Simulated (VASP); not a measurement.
# HfCl6 (Pm-3m) in VASP: density of states with PBE

Aim: the density of states of HfCl6 with PBE.

Program: VASP 6.6.1. These are calculated values, not measurements. Logs are shortened: lines on timing, memory, paths and dates and some standing lists are left out, and cuts for length are marked.

## Step 1: The cell of the first run

It takes space group Pm-3m (No. 221, cubic). The conventional cell has a = 7.026 Å, b = 7.026 Å, c = 7.026 Å, α = 90.00°, β = 90.00°, γ = 90.00°. Within 2.8 Å of Cl (site symmetry 4mm) lie 1 Cl at 2.11 Å.

## Step 2: Density of states, PBE

File POSCAR:

```
HfCl6
1.0
    7.0259693274      0.0000000000      0.0000000000
    0.0000000000      7.0259693274      0.0000000000
    0.0000000000      0.0000000000      7.0259693274
Hf Cl
1 6
Direct
    0.0000000000      0.0000000000      0.0000000000
    0.1501661152      0.5000000000      0.5000000000
    0.5000000000      0.5000000000      0.8498338848
    0.5000000000      0.5000000000      0.1501661152
    0.5000000000      0.1501661152      0.5000000000
    0.5000000000      0.8498338848      0.5000000000
    0.8498338848      0.5000000000      0.5000000000
```

File INCAR.step1:

```
PREC = Accurate
ENCUT = 520
EDIFF = 1E-6
ISMEAR = 0
SIGMA = 0.1
LREAL = F
LASPH = T
NELM = 100
ALGO = Normal
ISIF = 2
LWAVE = F
LCHARG = T
LMAXMIX = 4
GGA = PE
NBANDS = 35
```

File KPOINTS.step1:

```
Automatic mesh
0
Gamma
  6 6 6
```

File INCAR.step2:

```
PREC = Accurate
ENCUT = 520
EDIFF = 1E-6
ISMEAR = -5
SIGMA = 0.1
LREAL = F
LASPH = T
NELM = 100
ALGO = Normal
ISIF = 2
LWAVE = F
LCHARG = F
LMAXMIX = 4
GGA = PE
LORBIT = 10
NEDOS = 1001
ICHARG = 11
```

File KPOINTS.step2:

```
Automatic mesh
0
Gamma
  9 9 9
```

Potentials or basis: VASP PAW PBE potentials, release 64 (Hf_pv, Cl).

Run with:

```sh
$ cat potpaw_PBE.64/Hf_pv/POTCAR potpaw_PBE.64/Cl/POTCAR > POTCAR
$ cp INCAR.step1 INCAR
$ cp KPOINTS.step1 KPOINTS
$ mpirun -np 1 vasp_std > vasp.out
$ cp INCAR.step2 INCAR
$ cp KPOINTS.step2 KPOINTS
$ mpirun -np 1 vasp_std > vasp.out
```

OUTCAR:

```text
PREC = Accurate
   ENCUT = 520
   EDIFF = 1E-6
   ISMEAR = -5
   LREAL = F
   LASPH = T
   NELM = 100
   ISIF = 2
   GGA = PE
   LORBIT = 10
   ICHARG = 11

 ion  position               nearest neighbor table
   1  0.000  0.000  0.000-
   2  0.150  0.500  0.500-   7 2.11
   3  0.500  0.500  0.850-   4 2.11
   4  0.500  0.500  0.150-   3 2.11
   5  0.500  0.150  0.500-   6 2.11
   6  0.500  0.850  0.500-   5 2.11
   7  0.850  0.500  0.500-   2 2.11

  LATTYP: Found a simple cubic cell.
 ALAT       =     7.0259693274

  Lattice vectors:

 A1 = (   7.0259693274,   0.0000000000,   0.0000000000)
 A2 = (   0.0000000000,   7.0259693274,   0.0000000000)
 A3 = (   0.0000000000,   0.0000000000,   7.0259693274)

Analysis of symmetry for initial positions (statically):
=====================================================================
 Subroutine PRICEL returns:
 Original cell was already a primitive cell.

 Routine SETGRP: Setting up the symmetry group for a
 simple cubic supercell.

 Subroutine GETGRP returns: Found 48 space group operations
[... 9 lines left out ...]

 Routine SETGRP: Setting up the symmetry group for a
 simple cubic supercell.

 Subroutine GETGRP returns: Found 48 space group operations
[... 11 lines left out ...]
                                     Primitive cell

  volume of cell :     346.8317

  direct lattice vectors                    reciprocal lattice vectors
     7.025969327  0.000000000  0.000000000     0.142329116  0.000000000  0.000000000
     0.000000000  7.025969327  0.000000000     0.000000000  0.142329116  0.000000000
     0.000000000  0.000000000  7.025969327     0.000000000  0.000000000  0.142329116

  length of vectors
     7.025969327  7.025969327  7.025969327     0.142329116  0.142329116  0.142329116

  position of ions in fractional coordinates (direct lattice)
     0.000000000  0.000000000  0.000000000
     0.150166115  0.500000000  0.500000000
     0.500000000  0.500000000  0.849833885
     0.500000000  0.500000000  0.150166115
     0.500000000  0.150166115  0.500000000
     0.500000000  0.849833885  0.500000000
     0.849833885  0.500000000  0.500000000

  ion indices of the primitive-cell ions
   primitive index   ion index
                 1           1
                 2           2
                 3           3
                 4           4
                 5           5
                 6           6
                 7           7

----------------------------------------------------------------------------------------

 KPOINTS: Automatic mesh

Automatic generation of k-mesh.
 Grid dimensions read from file:
 generate k-points for:    9    9    9

 Generating k-lattice:

  Cartesian coordinates                     Fractional coordinates (reciprocal lattice)
     0.015814346  0.000000000  0.000000000     0.111111111  0.000000000  0.000000000
     0.000000000  0.015814346  0.000000000     0.000000000  0.111111111  0.000000000
     0.000000000  0.000000000  0.015814346     0.000000000  0.000000000  0.111111111

  Length of vectors
     0.015814346  0.015814346  0.015814346

  Shift w.r.t. Gamma in fractional coordinates (k-lattice)
     0.000000000  0.000000000  0.000000000

 TETIRR: Found    353 inequivalent tetrahedra from     4374

 Subroutine IBZKPT returns following result:
 ===========================================

 Found     35 irreducible k-points:

 Following reciprocal coordinates:
            Coordinates               Weight
  0.000000  0.000000  0.000000      1.000000
  0.111111  0.000000  0.000000      6.000000
  0.222222  0.000000  0.000000      6.000000
  0.333333  0.000000  0.000000      6.000000
  0.444444  0.000000  0.000000      6.000000
  0.111111  0.111111  0.000000     12.000000
[... 16 lines left out ...]
  0.333333  0.333333  0.111111     24.000000
  0.444444  0.333333  0.111111     48.000000
 [... further k-points ...]
   k-points           NKPTS =     35   k-points in BZ     NKDIM =     35   number of bands    NBANDS=     31
   number of dos      NEDOS =   1001   number of ions     NIONS =      7
   total plane-waves  NPLWV = 157464
   dimension x,y,z NGX =    54 NGY =   54 NGZ =   54
   dimension x,y,z NGXF=   108 NGYF=  108 NGZF=  108
   ions per type =               1   6
   NGX,Y,Z   is equivalent  to a cutoff of  12.78, 12.78, 12.78 a.u.
   NGXF,Y,Z  is equivalent  to a cutoff of  25.55, 25.55, 25.55 a.u.
 SYSTEM =  unknown system
   PREC   = accura    normal or accurate (medium, high low for compatibility)
   ISTART =      0    job   : 0-new  1-cont  2-samecut
   ICHARG =     11    charge: 1-file 2-atom 10-const
   ISPIN  =      1    spin polarized calculation?
   LNONCOLLINEAR =      F non collinear calculations
   LSORBIT =      F    spin-orbit coupling
   LASPH  =      T    aspherical Exc in radial PAW
   ENCUT  =  520.0 eV  38.22 Ry    6.18 a.u.  13.06 13.06 13.06*2*pi/ulx,y,z
   NELM   =    100;   NELMIN=  2; NELMDL=  0     # of ELM steps
   EDIFF  = 0.1E-05   stopping-criterion for ELM
   LREAL  =      F    real-space projection
   EDIFFG = 0.1E-04   stopping-criterion for IOM
   NSW    =      0    number of steps for IOM
   IBRION =     -1    ionic relax: 0-MD 1-quasi-New 2-CG
   NFREE  =      0    steps in history (QN), initial steepest desc. (CG)
   ISIF   =      2    stress and relaxation
   ISYM   =      2    0-nonsym 1-usesym 2-fastsym
   POTIM  = 0.5000    time-step for ionic-motion
   TEBEG  =    0.0;   TEEND  =   0.0 temperature during run
   PSTRESS=    0.0 pullay stress
   NELECT =      52.0000    total number of electrons
   NUPDOWN=      -1.0000    fix difference up-down
   EMIN   =  10.00;   EMAX   =-10.00  energy-range for DOS
   EFERMI =   0.00;   METHOD = LEGACY
   ISMEAR =    -5;   SIGMA  =   0.10  broadening in eV -4-tet -1-fermi 0-gaus
   EFERMI_NEDOS =   21; number of points for ismear=-14 and -15
   IALGO  =     38    algorithm
   IMIX   =      4    mixing-type and parameters
     AMIX     =   0.40;   BMIX     =  1.00
     AMIX_MAG =   1.60;   BMIX_MAG =  1.00
  volume/ion in A,a.u.               =      49.55       334.36
  Fermi-wavevector in a.u.,A,eV,Ry     =   0.869700  1.643496 10.291159  0.756379
  Thomas-Fermi vector in A             =   1.988560
   LORBIT       =     10    0 simple, 1 ext, 2 COOP (PROOUT), +10 PAW based schemes
   GGA     = PE    functional components
   LHFCALC =     F    Hartree Fock is set to
   AEXX    =    0.0000 exact exchange contribution
   IVDW    =     0    specifies the selected vdW correction
   LEPSILON=     F    determine dielectric tensor
   LRPA    =     F    only Hartree local field effects (RPA)
 non-spin polarized calculation
 Fermi weights with tetrahedron method with Bloechl corrections
  energy-cutoff  :      520.00
  volume of cell :      346.83
 maximum number of plane-waves:      9378
 NGX is ok and might be reduce to    54

 number of electron      51.9999996 magnetization

 Free energy of the ion-electron system (eV)
  ---------------------------------------------------
  ext. energy  EPLUGINS =         0.00000000
  ---------------------------------------------------
  free energy    TOTEN  =       -14.50499398 eV

  energy without entropy =      -14.50499398  energy(sigma->0) =      -14.50499398

 E-fermi :  -0.9132     XC(G=0):  -5.9519

 val. band max:       -0.9064328421   @ k =   0.3333   0.2222   0.2222
 cond. band min:      -0.9115247115   @ k =   0.3333   0.3333   0.0000
 fundamental gap:     -0.0050918693
 Fermi energy:        -0.9132380750

 k-point     1 :       0.0000    0.0000    0.0000
  band No.  band energies     occupation
      1     -34.5618      2.00000
      2     -34.5618      2.00000
      3     -34.5618      2.00000
      4     -18.1258      2.00000
      5     -17.9333      2.00000
      6     -17.9333      2.00000
[... 23 lines left out ...]
     30      -0.7787      0.00000
     31      -0.1801      0.00000

 k-point     2 :       0.1111    0.0000    0.0000
  band No.  band energies     occupation
      1     -34.5618      2.00000
      2     -34.5618      2.00000
      3     -34.5618      2.00000
      4     -18.1210      2.00000
      5     -17.9385      2.00000
      6     -17.9333      2.00000
[... 23 lines left out ...]
     30      -0.7779      0.00000
     31      -0.1815      0.00000

 k-point     3 :       0.2222    0.0000    0.0000
  band No.  band energies     occupation
      1     -34.5618      2.00000
      2     -34.5618      2.00000
      3     -34.5618      2.00000
      4     -18.1073      2.00000
      5     -17.9531      2.00000
      6     -17.9333      2.00000
[... 23 lines left out ...]
     30      -0.7757      0.00000
     31      -0.2044      0.00000

 k-point     4 :       0.3333    0.0000    0.0000
  band No.  band energies     occupation
      1     -34.5618      2.00000
      2     -34.5618      2.00000
      3     -34.5618      2.00000
      4     -18.0877      2.00000
      5     -17.9738      2.00000
      6     -17.9333      2.00000
[... 635 lines left out ...]
     30      -0.7756      0.00000
     31      -0.7704      0.00000

 k-point    23 :       0.3333    0.3333    0.1111
  band No.  band energies     occupation
      1     -34.5618      2.00000
      2     -34.5618      2.00000
      3     -34.5618      2.00000
      4     -18.0511      2.00000
      5     -17.9807      2.00000
      6     -17.9624      2.00000
[... 23 lines left out ...]
     30      -0.7767      0.00000
     31      -0.7736      0.00000

 k-point    24 :       0.4444    0.3333    0.1111
  band No.  band energies     occupation
      1     -34.5618      2.00000
      2     -34.5618      2.00000
      3     -34.5618      2.00000
      4     -18.0340      2.00000
      5     -17.9928      2.00000
      6     -17.9672      2.00000
[... 23 lines left out ...]
     30      -0.7754      0.00000
     31      -0.7731      0.00000

 [... further k-points ...]

------------------------ aborting loop because EDIFF is reached ----------------------------------------

  FORCE on cell =-STRESS in cart. coord.  units (eV):
  Direction    XX          YY          ZZ          XY          YZ          ZX
  --------------------------------------------------------------------------------------
  -------------------------------------------------------------------------------------
  Total        0.0516849      0.0516849      0.0516849     -0.0000000      0.0000000     -0.0000000
  in kB        0.2387565      0.2387565      0.2387565     -0.0000000      0.0000000     -0.0000000
  external PRESSURE =       0.2387565 kB  Pullay stress =       0.0000000 kB

 VOLUME and BASIS-vectors are now :
 -----------------------------------------------------------------------------
  energy-cutoff  :      520.00
  volume of cell :      346.83
      direct lattice vectors                 reciprocal lattice vectors
     7.025969327  0.000000000  0.000000000     0.142329116  0.000000000  0.000000000
     0.000000000  7.025969327  0.000000000     0.000000000  0.142329116  0.000000000
     0.000000000  0.000000000  7.025969327     0.000000000  0.000000000  0.142329116

 POSITION                                       TOTAL-FORCE (eV/Angst)
 -----------------------------------------------------------------------------------
      0.00000      0.00000      0.00000         0.000000      0.000000      0.000000
      1.05506      3.51298      3.51298         0.105226      0.000000      0.000000
      3.51298      3.51298      5.97091         0.000000      0.000000     -0.105226
      3.51298      3.51298      1.05506        -0.000000      0.000000      0.105226
      3.51298      1.05506      3.51298        -0.000000      0.105226      0.000000
      3.51298      5.97091      3.51298         0.000000     -0.105226     -0.000000
      5.97091      3.51298      3.51298        -0.105226      0.000000      0.000000
 -----------------------------------------------------------------------------------
    total drift:                                0.000000     -0.000000      0.000000

  FREE ENERGIE OF THE ION-ELECTRON SYSTEM (eV)
  ---------------------------------------------------
  free  energy   TOTEN  =       -14.5049939803 eV

  energy  without entropy=      -14.5049939803  energy(sigma->0) =      -14.50499398

 total charge

# of ion       s       p       d       tot
------------------------------------------
    1        0.683   5.896   0.854   7.433
    2        1.624   3.378   0.000   5.003
    3        1.624   3.378   0.000   5.003
    4        1.624   3.378   0.000   5.003
    5        1.624   3.378   0.000   5.003
    6        1.624   3.378   0.000   5.003
    7        1.624   3.378   0.000   5.003
--------------------------------------------------
tot         10.430  26.166   0.854  37.449
```

Run time: 8.8 min. Hardware: 1 thread of Intel Xeon Platinum 8488C (Sapphire Rapids), shared host; peak memory 0.56 GiB.

Results:

* Valence electrons inside the program's atomic spheres: Hf 7.43; Cl 5.00

Caveat: spin-orbit coupling is left out, which moves the levels of the heavy elements; tetrahedron occupations give inexact forces and stress in metals.
